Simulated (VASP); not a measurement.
A run of VASP 6.6.1 is set up as follows.

Contents of INCAR:

```
SYSTEM = Ti8Al8H
  PREC = Accurate
  ENCUT = 520
  EDIFF = 1E-7
  ISMEAR = 0
  SIGMA = 0.1
  LREAL = Auto
  LASPH = .True.
  NELM = 60
  ALGO = Normal
  ISIF = 2
  LWAVE = .False.
  LCHARG = .True.
  GGA = PE
  LELF = .True.
  LVHAR = .True.
  NBANDS = 74
```

KPOINTS

```
Automatic mesh
0
Gamma
  4 4 4
  0.5 0.5 0.5
```

The input POSCAR:

```
Ti8Al8H
1.0
    5.6432814777      0.0000000000      4.0782742132
    0.0000000000     -5.6432814777     -4.0782742132
    0.0000000000      5.6432814777     -4.0782742132
Ti Al H
8 8 1
Direct
    0.2516571264      0.5087940334      0.2553558511
    0.2516564176      0.2553571935      0.5087927178
    0.2482585718      0.7504144666      0.0018661235
    0.2482599894      0.0018695985      0.7504151064
    0.7472857799      0.2524568152      0.0031857119
    0.7446679767      0.5010297145      0.7573447691
    0.7472852482      0.0031856985      0.2524555613
    0.7446695715      0.7573433391      0.5010288161
    0.5010992294      0.7554269925      0.7554255749
    0.4989292154      0.5032885584      0.0060565824
    0.4989293926      0.0060573118      0.5032875158
    0.4946956857      0.2504027435      0.2504023891
    0.0048764181      0.4894053490      0.4894041086
   -0.0016882022      0.7546666371      0.2535583703
   -0.0016890882      0.2535580571      0.7546650834
    0.0006777971      0.0075123512      0.0075114651
   -0.1044489810      0.6320110168      0.6320129660
```

Potentials or basis: VASP PAW PBE potentials, release 64 (Ti_sv, Al, H).

Command:

```console
$ cat potpaw_PBE.64/Ti_sv/POTCAR potpaw_PBE.64/Al/POTCAR potpaw_PBE.64/H/POTCAR > POTCAR
$ mpirun -np 1 vasp_std > vasp.out
```

(1) Estimate the pressure.

(2) What does it give for the largest force?

(3) What does it give for the band gap on the k mesh?

Results:

(1) 1.3 GPa.

(2) 0.568 eV/Å.

(3) zero (an odd number of electrons rules out a gap without spin polarisation).
